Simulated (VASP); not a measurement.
# TiO2 in VASP: notebook

The runs below take TiO2 through single point, with r2SCAN, PBE.

All numbers are computed with VASP 6.6.1; they aren't measurements. Logs are shortened: lines on timing, memory, paths and dates and some standing lists are left out, and cuts for length are marked.

## Step 1: The cell of the first run

It takes space group I4/mmm (No. 139, tetragonal). Conventional cell: a = 3.390 Å, b = 3.390 Å, c = 5.054 Å, α = 90.00°, β = 90.00°, γ = 90.00°. Within 2.8 Å of Ti (site symmetry 4/mmm) lie 8 O at 2.11 Å. O (site symmetry -4m2) has 4 Ti at 2.11 Å and 6 O at 2.40 to 2.53 Å within 2.8 Å.

## Step 2: Single point, r2SCAN (uniaxial z strain +5.4%)

Contents of POSCAR:

```
TiO2
1.0
    0.0000000000      2.3968272579      2.5269749780
    2.3968272579      0.0000000000      2.5269749780
    2.3968272579      2.3968272579      0.0000000000
Ti O
1 2
Direct
    0.0000000000      0.0000000000      0.0000000000
    0.2500000000      0.2500000000      0.2500000000
    0.7500000000      0.7500000000      0.7500000000
```

Contents of INCAR.step1:

```
  PREC = Accurate
  ENCUT = 520
  ISMEAR = 0
  SIGMA = 0.01
  LREAL = F
  LASPH = T
  NELM = 80
  NBANDS = 19
  GGA = PE
  ALGO = Normal
  EDIFF = 1E-4
  LWAVE = T
  LCHARG = F
```

Contents of INCAR.step2:

```
  PREC = Accurate
  ENCUT = 520
  EDIFF = 1E-6
  ISMEAR = 0
  SIGMA = 0.01
  LREAL = F
  LASPH = T
  NELM = 80
  ALGO = Normal
  ISIF = 2
  LWAVE = F
  LCHARG = T
  METAGGA = R2SCAN
  LMIXTAU = T
  LELF = T
  LVHAR = T
  NBANDS = 19
  ISTART = 1
```

Contents of KPOINTS:

```
Automatic mesh
0
Gamma
  10 10 10
```

Potentials or basis: VASP PAW PBE potentials, release 64 (Ti_sv, O).

On the command line:

```sh
$ cat potpaw_PBE.64/Ti_sv/POTCAR potpaw_PBE.64/O/POTCAR > POTCAR
$ cp INCAR.step1 INCAR
$ mpirun -np 1 vasp_std > vasp.out
$ cp INCAR.step2 INCAR
$ mpirun -np 1 vasp_std > vasp.out
```

OUTCAR:

```text
PREC = Accurate
   ENCUT = 520
   EDIFF = 1E-6
   ISMEAR = 0
   LREAL = F
   LASPH = T
   NELM = 80
   ISIF = 2
   METAGGA = R2SCAN
   ISTART = 1

 ion  position               nearest neighbor table
   1  0.000  0.000  0.000-   3 2.11   3 2.11   3 2.11   2 2.11   3 2.11   2 2.11   2 2.11   2 2.11

   2  0.250  0.250  0.250-   1 2.11   1 2.11   1 2.11   1 2.11
   3  0.750  0.750  0.750-   1 2.11   1 2.11   1 2.11   1 2.11

  LATTYP: Found a body centered tetragonal cell.
 ALAT       =     3.3896256148
 C/A-ratio  =     1.4910053588

  Lattice vectors:

 A1 = (  -2.3968272579,   0.0000000000,   2.5269749780)
 A2 = (   2.3968272579,   0.0000000000,   2.5269749780)
 A3 = (   0.0000000000,   2.3968272579,  -2.5269749780)

Analysis of symmetry for initial positions (statically):
=====================================================================
 Subroutine PRICEL returns:
 Original cell was already a primitive cell.

 Routine SETGRP: Setting up the symmetry group for a
 body centered tetragonal supercell.

 Subroutine GETGRP returns: Found 16 space group operations
 (whereof 16 operations were pure point group operations)
 out of a pool of 16 trial point group operations.

The static configuration has the point symmetry D_4h.

Analysis of symmetry for dynamics (positions and initial velocities):
=====================================================================
 Subroutine PRICEL returns:
 Original cell was already a primitive cell.

 Routine SETGRP: Setting up the symmetry group for a
 body centered tetragonal supercell.

 Subroutine GETGRP returns: Found 16 space group operations
 (whereof 16 operations were pure point group operations)
 out of a pool of 16 trial point group operations.

The dynamic configuration has the point symmetry D_4h.

 Subroutine INISYM returns: Found 16 space group operations
 (whereof 16 operations are pure point group operations),
 and found     1 'primitive' translations

----------------------------------------------------------------------------------------

                                     Primitive cell

  volume of cell :      29.0338

  direct lattice vectors                    reciprocal lattice vectors
     0.000000000  2.396827258  2.526974978    -0.208609110  0.208609110  0.197865038
     2.396827258  0.000000000  2.526974978     0.208609110 -0.208609110  0.197865038
     2.396827258  2.396827258  0.000000000     0.208609110  0.208609110 -0.197865038

  length of vectors
     3.482870001  3.482870001  3.389625615     0.355226821  0.355226821  0.355226821

  position of ions in fractional coordinates (direct lattice)
     0.000000000  0.000000000  0.000000000
     0.250000000  0.250000000  0.250000000
     0.750000000  0.750000000  0.750000000

  ion indices of the primitive-cell ions
   primitive index   ion index
                 1           1
                 2           2
                 3           3

----------------------------------------------------------------------------------------

 KPOINTS: Automatic mesh

Automatic generation of k-mesh.
 Grid dimensions read from file:
 generate k-points for:   10   10   10

 Generating k-lattice:

  Cartesian coordinates                     Fractional coordinates (reciprocal lattice)
    -0.020860911  0.020860911  0.019786504     0.100000000  0.000000000  0.000000000
     0.020860911 -0.020860911  0.019786504     0.000000000  0.100000000  0.000000000
     0.020860911  0.020860911 -0.019786504    -0.000000000 -0.000000000  0.100000000

  Length of vectors
     0.035522682  0.035522682  0.035522682

  Shift w.r.t. Gamma in fractional coordinates (k-lattice)
     0.000000000  0.000000000  0.000000000

 Subroutine IBZKPT returns following result:
 ===========================================

 Found    102 irreducible k-points:

 Following reciprocal coordinates:
            Coordinates               Weight
  0.000000  0.000000  0.000000      1.000000
  0.100000 -0.000000  0.000000      8.000000
  0.200000 -0.000000  0.000000      8.000000
  0.300000  0.000000  0.000000      8.000000
  0.400000 -0.000000  0.000000      8.000000
  0.500000 -0.000000  0.000000      4.000000
[... 16 lines left out ...]
  0.300000  0.300000  0.000000      2.000000
  0.400000  0.300000  0.000000      8.000000
 [... further k-points ...]
   k-points           NKPTS =    102   k-points in BZ     NKDIM =    102   number of bands    NBANDS=     19
   number of dos      NEDOS =    301   number of ions     NIONS =      3
   total plane-waves  NPLWV =  21952
   dimension x,y,z NGX =    28 NGY =   28 NGZ =   28
   dimension x,y,z NGXF=    56 NGYF=   56 NGZF=   56
   ions per type =               1   2
   NGX,Y,Z   is equivalent  to a cutoff of  13.37, 13.37, 13.73 a.u.
   NGXF,Y,Z  is equivalent  to a cutoff of  26.73, 26.73, 27.47 a.u.
 SYSTEM =  unknown system
   PREC   = accura    normal or accurate (medium, high low for compatibility)
   ISTART =      1    job   : 0-new  1-cont  2-samecut
   ICHARG =      0    charge: 1-file 2-atom 10-const
   ISPIN  =      1    spin polarized calculation?
   LNONCOLLINEAR =      F non collinear calculations
   LSORBIT =      F    spin-orbit coupling
   LASPH  =      T    aspherical Exc in radial PAW
   ENCUT  =  520.0 eV  38.22 Ry    6.18 a.u.   6.48  6.48  6.30*2*pi/ulx,y,z
   NELM   =     80;   NELMIN=  2; NELMDL=  0     # of ELM steps
   EDIFF  = 0.1E-05   stopping-criterion for ELM
   LREAL  =      F    real-space projection
   EDIFFG = 0.1E-04   stopping-criterion for IOM
   NSW    =      0    number of steps for IOM
   IBRION =     -1    ionic relax: 0-MD 1-quasi-New 2-CG
   NFREE  =      0    steps in history (QN), initial steepest desc. (CG)
   ISIF   =      2    stress and relaxation
   ISYM   =      2    0-nonsym 1-usesym 2-fastsym
   POTIM  = 0.5000    time-step for ionic-motion
   TEBEG  =    0.0;   TEEND  =   0.0 temperature during run
   PSTRESS=    0.0 pullay stress
   NELECT =      24.0000    total number of electrons
   NUPDOWN=      -1.0000    fix difference up-down
   EMIN   =  10.00;   EMAX   =-10.00  energy-range for DOS
   EFERMI =   0.00;   METHOD = LEGACY
   ISMEAR =     0;   SIGMA  =   0.01  broadening in eV -4-tet -1-fermi 0-gaus
   EFERMI_NEDOS =   21; number of points for ismear=-14 and -15
   IALGO  =     38    algorithm
   IMIX   =      4    mixing-type and parameters
     AMIX     =   0.40;   BMIX     =  1.00
     AMIX_MAG =   1.60;   BMIX_MAG =  1.00
  volume/ion in A,a.u.               =       9.68        65.31
  Fermi-wavevector in a.u.,A,eV,Ry     =   1.536422  2.903416 32.117801  2.360592
  Thomas-Fermi vector in A             =   2.643073
   LORBIT       =      0    0 simple, 1 ext, 2 COOP (PROOUT), +10 PAW based schemes
   METAGGA = R2SCAN    functional components
   LHFCALC =     F    Hartree Fock is set to
   AEXX    =    0.0000 exact exchange contribution
   IVDW    =     0    specifies the selected vdW correction
   LEPSILON=     F    determine dielectric tensor
   LRPA    =     F    only Hartree local field effects (RPA)
 non-spin polarized calculation
 Gauss-broadening in eV      SIGMA  =   0.01
  energy-cutoff  :      520.00
  volume of cell :       29.03
 maximum number of plane-waves:       799
 NGX is ok and might be reduce to    28
   NGX = 13   NGY = 13   NGZ = 13

 number of electron      24.0000001 magnetization

 Free energy of the ion-electron system (eV)
  ---------------------------------------------------
  ext. energy  EPLUGINS =         0.00000000
  ---------------------------------------------------
  free energy    TOTEN  =       -33.96341069 eV

  energy without entropy =      -33.96341069  energy(sigma->0) =      -33.96341069

 E-fermi :   6.8979     XC(G=0): -12.7400

 val. band max:        6.6843132334   @ k =   0.5000   0.0000   0.5000
 cond. band min:       7.8094503668   @ k =   0.0000   0.0000   0.0000
 fundamental gap:      1.1251371334
 Fermi energy:         6.8979271413

 k-point     1 :       0.0000    0.0000    0.0000
  band No.  band energies     occupation
      1     -53.6635      2.00000
      2     -28.6984      2.00000
      3     -28.6984      2.00000
      4     -28.6810      2.00000
      5     -13.9237      2.00000
      6     -10.3929      2.00000
[... 11 lines left out ...]
     18      14.2721      0.00000
     19      20.9867      0.00000

 k-point     2 :       0.1000   -0.0000    0.0000
  band No.  band energies     occupation
      1     -53.6618      2.00000
      2     -28.7157      2.00000
      3     -28.7003      2.00000
      4     -28.6866      2.00000
      5     -13.8147      2.00000
      6     -10.5186      2.00000
[... 11 lines left out ...]
     18      14.6299      0.00000
     19      20.9879      0.00000

 k-point     3 :       0.2000   -0.0000    0.0000
  band No.  band energies     occupation
      1     -53.6574      2.00000
      2     -28.7664      2.00000
      3     -28.7052      2.00000
      4     -28.6954      2.00000
      5     -13.5150      2.00000
      6     -10.8392      2.00000
[... 11 lines left out ...]
     18      15.5501      0.00000
     19      20.7536      0.00000

 k-point     4 :       0.3000    0.0000    0.0000
  band No.  band energies     occupation
      1     -53.6519      2.00000
      2     -28.8293      2.00000
      3     -28.7113      2.00000
      4     -28.7047      2.00000
      5     -13.0998      2.00000
      6     -11.2392      2.00000
[... 11 lines left out ...]
     18      16.4927      0.00000
     19      20.6981      0.00000

 k-point     5 :       0.4000   -0.0000    0.0000
  band No.  band energies     occupation
      1     -53.6474      2.00000
      2     -28.8795      2.00000
      3     -28.7162      2.00000
      4     -28.7121      2.00000
      5     -12.6760      2.00000
      6     -11.6203      2.00000
[... 11 lines left out ...]
     18      16.9281      0.00000
     19      21.0350      0.00000

 k-point     6 :       0.5000   -0.0000    0.0000
  band No.  band energies     occupation
      1     -53.6457      2.00000
      2     -28.8985      2.00000
      3     -28.7180      2.00000
      4     -28.7149      2.00000
      5     -12.4372      2.00000
      6     -11.8358      2.00000
[... 11 lines left out ...]
     18      16.9852      0.00000
     19      21.3012      0.00000

 k-point     7 :       0.1000    0.1000    0.0000
  band No.  band energies     occupation
      1     -53.6615      2.00000
      2     -28.7034      2.00000
      3     -28.7033      2.00000
      4     -28.7026      2.00000
      5     -13.7928      2.00000
      6     -10.5267      2.00000
[... 11 lines left out ...]
     18      14.7270      0.00000
     19      20.7516      0.00000

 k-point     8 :       0.2000    0.1000    0.0000
  band No.  band energies     occupation
      1     -53.6581      2.00000
      2     -28.7459      2.00000
      3     -28.7093      2.00000
      4     -28.7042      2.00000
      5     -13.5714      2.00000
      6     -10.7500      2.00000
[... 256 lines left out ...]
 k-point    20 :      -0.4000    0.2000    0.0000
  band No.  band energies     occupation
      1     -53.6437      2.00000
      2     -28.8713      2.00000
      3     -28.7671      2.00000
      4     -28.7252      2.00000
      5     -12.2446      2.00000
      6     -11.9219      2.00000
[... 11 lines left out ...]
     18      17.5712      0.00000
     19      21.6258      0.00000

 k-point    21 :      -0.3000    0.2000    0.0000
  band No.  band energies     occupation
      1     -53.6457      2.00000
      2     -28.8584      2.00000
      3     -28.7560      2.00000
      4     -28.7181      2.00000
      5     -12.4961      2.00000
      6     -11.7464      2.00000
[... 11 lines left out ...]
     18      17.2876      0.00000
     19      21.1911      0.00000

 k-point    22 :      -0.2000    0.2000    0.0000
  band No.  band energies     occupation
      1     -53.6497      2.00000
      2     -28.8325      2.00000
      3     -28.7312      2.00000
      4     -28.7107      2.00000
      5     -12.9033      2.00000
      6     -11.4226      2.00000
[... 11 lines left out ...]
     18      16.7137      0.00000
     19      20.7854      0.00000

 k-point    23 :       0.3000    0.3000    0.0000
  band No.  band energies     occupation
      1     -53.6496      2.00000
      2     -28.8261      2.00000
      3     -28.7324      2.00000
      4     -28.7324      2.00000
      5     -12.9610      2.00000
      6     -11.2106      2.00000
[... 11 lines left out ...]
     18      16.8597      0.00000
     19      20.6918      0.00000

 k-point    24 :       0.4000    0.3000    0.0000
  band No.  band energies     occupation
      1     -53.6462      2.00000
      2     -28.8540      2.00000
      3     -28.7471      2.00000
      4     -28.7383      2.00000
      5     -12.6976      2.00000
      6     -11.3981      2.00000
[... 11 lines left out ...]
     18      17.5351      0.00000
     19      20.9825      0.00000

 [... further k-points ...]

------------------------ aborting loop because EDIFF is reached ----------------------------------------

  FORCE on cell =-STRESS in cart. coord.  units (eV):
  Direction    XX          YY          ZZ          XY          YZ          ZX
  --------------------------------------------------------------------------------------
  -------------------------------------------------------------------------------------
  Total       -0.3878774     -0.3878774     -5.4785970      0.0000000     -0.0000000     -0.0000000
  in kB      -21.4042831    -21.4042831   -302.3260203      0.0000000     -0.0000000     -0.0000000
  external PRESSURE =    -115.0448622 kB  Pullay stress =       0.0000000 kB

 VOLUME and BASIS-vectors are now :
 -----------------------------------------------------------------------------
  energy-cutoff  :      520.00
  volume of cell :       29.03
      direct lattice vectors                 reciprocal lattice vectors
     0.000000000  2.396827258  2.526974978    -0.208609110  0.208609110  0.197865038
     2.396827258  0.000000000  2.526974978     0.208609110 -0.208609110  0.197865038
     2.396827258  2.396827258  0.000000000     0.208609110  0.208609110 -0.197865038

 POSITION                                       TOTAL-FORCE (eV/Angst)
 -----------------------------------------------------------------------------------
      0.00000      0.00000      0.00000         0.000000      0.000000     -0.000000
      1.19841      1.19841      1.26349         0.000000      0.000000      0.000000
      3.59524      3.59524      3.79046        -0.000000     -0.000000      0.000000
 -----------------------------------------------------------------------------------
    total drift:                               -0.000000     -0.000000      0.000000

  FREE ENERGIE OF THE ION-ELECTRON SYSTEM (eV)
  ---------------------------------------------------
  free  energy   TOTEN  =       -33.9634106911 eV

  energy  without entropy=      -33.9634106911  energy(sigma->0) =      -33.96341069
```

Wall time 3.9 min (1 thread of Intel Xeon Platinum 8375C at 2.90GHz (Ice Lake), shared host); peak memory 0.2 GiB.

What came out:

```
Free energy            : -33.9634 eV
Pressure               : -11.5 GPa
Band gap on the k mesh : 1.13 eV, indirect (least direct gap 1.69 eV)
```

Levels at points of the mesh, in eV from the valence-band top:
| k point | band 9 | band 10 | band 11 | band 12 | band 13 | band 14 | band 15 | band 16 |
| --- | --- | --- | --- | --- | --- | --- | --- | --- |
| (0.00, 0.00, 0.00) | -5.94 | -1.61 | -0.81 | -0.81 | 1.13 | 1.38 | 5.03 | 5.03 |
| (0.50, 0.00, 0.00) | -3.54 | -3.44 | -2.75 | -2.64 | 1.48 | 1.61 | 2.63 | 4.70 |
| (0.50, 0.50, 0.00) | -4.69 | -2.08 | -2.08 | -0.58 | 1.80 | 1.89 | 2.45 | 3.88 |
| (0.50, 0.00, 0.50) | -4.61 | -2.75 | -1.85 | 0.00 | 1.69 | 2.13 | 2.76 | 3.88 |

Caveat: the cell differs from its parent crystal (uniaxial z strain +5.4%); the PAW data sets were made with another functional, which shifts forces and pressure a little. A k mesh can miss the band edges.

## Step 3: Single point, PBE (shear xy strain -3.4%)

Contents of INCAR:

```
SYSTEM = TiO2
ALGO = Normal
EDIFF = 1E-7
ENCUT = 520
GGA = PE
ISIF = 2
ISMEAR = -1
LASPH = .TRUE.
LCHARG = .FALSE.
LREAL = .FALSE.
LWAVE = .FALSE.
NBANDS = 19
NELM = 60
PREC = Accurate
SIGMA = 0.02
```

Contents of KPOINTS:

```
k-points
0
G
  10 10 10
  0 0 0
```

Contents of POSCAR:

```
TiO2
1.0
   -0.0405063807      2.3968272579      2.3968272579
    2.3968272579     -0.0405063807      2.3968272579
    2.3563208772      2.3563208772      0.0000000000
Ti O
1 2
Direct
    0.0000000000      0.0000000000      0.0000000000
    0.2518949748      0.2518949748      0.2481050252
    0.7481050252      0.7481050252      0.7518949748
```

Potentials or basis: VASP PAW PBE potentials, release 64 (Ti_sv, O).

On the command line:

```sh
$ cat potpaw_PBE.64/Ti_sv/POTCAR potpaw_PBE.64/O/POTCAR > POTCAR
$ mpirun -np 1 vasp_std > vasp.out
```

It took 2 min on 1 thread of Intel Xeon Platinum 8375C at 2.90GHz (Ice Lake), shared host; peak memory 0.22 GiB.

Results (log left out):

* Free energy: -26.0135 eV
* Pressure: 6.9 GPa
* Largest force: 0.029 eV/Å
* Band gap on the k mesh: 1.13 eV, indirect (least direct gap 1.84 eV)

Forces on the atoms (eV/Å):
```
Ti   0.000  0.000  0.000
O    0.000  0.000  0.029
O    0.000  0.000 -0.029
```

Stress tensor (GPa, compression positive):
```
6.91 1.23 0.00
1.23 6.91 0.00
0.00 0.00 6.92
```

Levels at points of the mesh, in eV from the valence-band top:
```
           k point  band 9  band 10  band 11  band 12  band 13  band 14  band 15  band 16
(0.00, 0.00, 0.00)   -5.97    -0.92    -0.87    -0.82     1.13     1.13     5.31     5.37
(0.50, 0.00, 0.00)   -3.38    -3.24    -2.59    -2.47     1.43     1.50     2.76     4.98
(0.50, 0.50, 0.00)   -4.48    -2.30    -1.90     0.00     1.84     1.84     2.89     3.98
(0.00, 0.00, 0.50)   -3.40    -3.34    -2.61    -2.49     1.46     1.54     2.98     4.89
(0.50, 0.00, 0.50)   -4.63    -2.11    -2.11     0.00     1.84     1.86     2.87     4.17
```

Caveat: the cell differs from its parent crystal (shear xy strain -3.4%).

(Continued in part 2 of 2.)
